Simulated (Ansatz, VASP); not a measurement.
# Bi: VASP beside Ansatz

Contents of INCAR:

```
ALGO = Normal ; EDIFF = 1E-6
ENCUT = 500 ; GGA = PE
GGA_COMPAT = False ; ISIF = 2
ISMEAR = -1 ; LASPH = True
LCHARG = True ; LELF = True
LREAL = False ; LVHAR = True
LWAVE = False ; NBANDS = 14
NELM = 120 ; PREC = Accurate
SIGMA = 0.08
```

The input KPOINTS:

```
k-points
0
Gamma
  14 14 14
```

Contents of POSCAR:

```
Bi
1.0
    0.0000000000      2.3200846681      2.3200846681
    2.3200846681      0.0000000000      2.3200846681
    2.3200846681      2.3200846681      0.0000000000
Bi
1
Direct
    0.0000000000      0.0000000000      0.0000000000
```

Input for Ansatz:

```yaml
crystal:
  lattice:
    - [0.0, 2.3200846681, 2.3200846681]
    - [2.3200846681, 0.0, 2.3200846681]
    - [2.3200846681, 2.3200846681, 0.0]
  atoms:
    - { symbol: Bi, position: [0.0, 0.0, 0.0] }
kpoints:
  mp_grid: { grid: [14, 14, 14] }
scf:
  occupations: { method: fermi_dirac, width: 0.08 }
hamiltonian:
  xc: pbe
  pseudopotentials: { kind: paw }
output:
  forces: true
  stress: true
  eigenvalues: true
```

Change from the starting cell: volume scaled by 0.784, to set the pressure.

Alike in both runs: task single point; functional PBE; k mesh 14 × 14 × 14; occupations fermi-dirac, width 0.08 eV; no spin polarisation.

|  | VASP | Ansatz |
| --- | --- | --- |
| version | VASP 6.6.1 | Ansatz 0.2.0 |
| potentials or method | VASP PAW PBE potentials, release 64 (Bi_d) | PAW with Ansatz's default frozen-core files, scalar-relativistic |
| plane-wave cutoff (eV) | 500 | 420 |
| valence electrons in the cell | 15 | 15 |

Ansatz gave:

| Quantity | Value |
| --- | --- |
| pressure (GPa) | 21.5 |

Question: What did VASP give for the same quantities?

Answer: Pressure (GPa): 21.4.

With one functional, cell and mesh, what is left measures potentials, basis and numerics.

Spin-orbit coupling is off throughout.
